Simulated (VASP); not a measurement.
BiTe: single point with PBE

The system is BiTe.

```
Bi Te
1.0
     0.00000    3.25119   -3.25119
     6.50239    0.00000    0.00000
    -3.25119   -6.50239   -3.25119
Bi Te
3 3
Direct
  0.33333 0.33333 0.66667
  0.66667 0.66667 0.33333
  0.00000 0.00000 0.00000
  0.00000 0.50000 0.00000
  0.33333 0.83333 0.66667
  0.66667 0.16667 0.33333
```

```json
{
  "Program": "VASP 6.6.1",
  "Task": "single point",
  "Functional": "PBE",
  "Potentials or basis": "VASP PAW PBE potentials, release 64 (Bi_d, Te)",
  "Cutoff": "520 eV",
  "k mesh": "8 × 8 × 8",
  "Occupations": "gaussian, width 0.1 eV",
  "Spin": "no spin polarisation",
  "Dipole correction": "no",
  "Further INCAR settings": "ALGO = Normal; EDIFF = 1e-07; NBANDS = 40"
}
```

| Item | Value |
| --- | --- |
| Pressure | -0.1 GPa |
| Band gap on the k mesh | zero (an odd number of electrons rules out a gap without spin polarisation) |

Levels at points of the mesh, in eV from the Fermi level:
| k point | band 28 | band 29 | band 30 | band 31 | band 32 | band 33 | band 34 | band 35 |
| --- | --- | --- | --- | --- | --- | --- | --- | --- |
| (0.00, 0.00, 0.00) | -2.51 | -2.51 | -2.51 | 1.19 | 1.19 | 1.24 | 1.24 | 2.12 |
| (0.50, 0.00, 0.00) | -3.83 | -2.27 | -2.27 | 0.44 | 0.44 | 1.95 | 1.95 | 2.30 |
| (0.00, 0.50, 0.00) | -1.89 | -1.89 | -1.60 | -0.81 | -0.60 | -0.60 | 0.49 | 0.49 |
| (0.50, 0.50, 0.00) | -1.63 | -1.63 | -1.61 | -0.81 | -0.60 | -0.60 | -0.37 | -0.37 |
| (0.00, 0.00, 0.50) | -1.83 | -1.59 | -1.59 | -0.24 | -0.24 | -0.10 | -0.10 | 2.30 |

Run time: 11 min on 1 thread of Intel(R) Xeon(R) Platinum 8488C (Sapphire Rapids), on a shared host, peak memory 0.74 GiB.

Caveat: spin-orbit coupling is left out, which moves the levels of the heavy elements.
